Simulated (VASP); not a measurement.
Set up this calculation in VASP 6.6.1, as the native input.

```
Task                   : single point
Functional             : r2SCAN
Potentials or basis    : VASP PAW PBE potentials, release 64 (Li_sv, Cl)
Cutoff                 : 520 eV
k mesh                 : 8 × 8 × 8
Occupations            : gaussian, width 0.02 eV
Spin                   : no spin polarisation
Dipole correction      : no
Further INCAR settings : ALGO = Normal; EDIFF = 1e-06; NBANDS = 12
```

Crystal: LiCl.

```
Li Cl
1.0
     0.00000    2.50402    2.50402
     2.50402    0.00000    2.50402
     2.50402    2.50402    0.00000
Li Cl
1 1
Direct
  0.00000 0.00000 0.00000
  0.50000 0.50000 0.50000
```

This cell differs from its parent crystal: volume scaled by 0.94.

One way to write it, as run:

POSCAR

```
LiCl
1.0
    0.0000000000      2.5040205004      2.5040205004
    2.5040205004      0.0000000000      2.5040205004
    2.5040205004      2.5040205004      0.0000000000
Li Cl
1 1
Direct
    0.0000000000      0.0000000000      0.0000000000
    0.5000000000      0.5000000000      0.5000000000
```

INCAR.step1

```
ALGO     = Normal         # electronic algorithm
EDIFF    = 1E-4           # SCF threshold, eV
ENCUT    = 520            # plane-wave cutoff, eV
GGA      = PE             # functional
ISMEAR   = 0              # smearing method
LASPH    = True           # aspherical terms in the spheres
LCHARG   = False          # write CHGCAR
LREAL    = False          # projectors in reciprocal space
LWAVE    = True           # write WAVECAR
NBANDS   = 12             # bands
NELM     = 60             # most SCF steps
PREC     = Accurate       # precision mode
SIGMA    = 0.02           # smearing width, eV
```

INCAR.step2

```
ALGO     = Normal         # electronic algorithm
EDIFF    = 1E-6           # SCF threshold, eV
ENCUT    = 520            # plane-wave cutoff, eV
ISIF     = 2              # what is computed and relaxed
ISMEAR   = 0              # smearing method
ISTART   = 1            
LASPH    = True           # aspherical terms in the spheres
LCHARG   = False          # write CHGCAR
LMIXTAU  = True         
LREAL    = False          # projectors in reciprocal space
LWAVE    = False          # write WAVECAR
METAGGA  = R2SCAN         # meta-GGA
NBANDS   = 12             # bands
NELM     = 60             # most SCF steps
PREC     = Accurate       # precision mode
SIGMA    = 0.02           # smearing width, eV
```

KPOINTS

```
k-points
0
Gamma
  8 8 8
```

Potentials or basis: VASP PAW PBE potentials, release 64 (Li_sv, Cl).

Launch:

```bash
$ cat potpaw_PBE.64/Li_sv/POTCAR potpaw_PBE.64/Cl/POTCAR > POTCAR
$ cp INCAR.step1 INCAR
$ mpirun -np 1 vasp_std > vasp.out
$ cp INCAR.step2 INCAR
$ mpirun -np 1 vasp_std > vasp.out
```

It gave:

The band gap on the k mesh is 7.62 eV, indirect (least direct gap 7.79 eV).

Wall time 49 s on 1 thread of Intel Xeon 6975P-C (shared host), peak memory 0.16 GiB.
